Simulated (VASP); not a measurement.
A run of VASP 6.6.1 is set up as follows.

INCAR

```
SYSTEM = SiC
PREC = Accurate
ENCUT = 520
EDIFF = 1E-7
ISMEAR = 0
SIGMA = 0.05
LREAL = .False.
LASPH = .True.
NELM = 80
ALGO = Normal
ISIF = 2
LWAVE = .False.
LCHARG = .False.
GGA = PE
NBANDS = 11
```

The input KPOINTS:

```
regular mesh
0
Gamma
  12 12 12
  0 0 0
```

The input POSCAR:

```
SiC
1.0
    0.0000000000      2.1389293512      2.2458758187
    2.1389293512      0.0000000000      2.2458758187
    2.1389293512      2.1389293512      0.0000000000
Si C
1 1
Direct
    0.0000000000      0.0000000000      0.0000000000
    0.7500000000      0.7500000000      0.7500000000
```

Potentials or basis: VASP PAW PBE potentials, release 64 (Si, C).

Run with:

```sh
$ cat potpaw_PBE.64/Si/POTCAR potpaw_PBE.64/C/POTCAR > POTCAR
$ mpirun -np 1 vasp_std > vasp.out
```

Problem. Predict the band gap on the k mesh.

Solution. 1.09 eV, indirect (least direct gap 4.50 eV).

Problem. What does it give for the pressure?

Solution. 4.6 GPa.

Stress tensor (GPa, compression positive):
```
 9.25  0.00  0.00
 0.00  9.25  0.00
 0.00  0.00 -4.66
```

 A k mesh can miss the band edges.
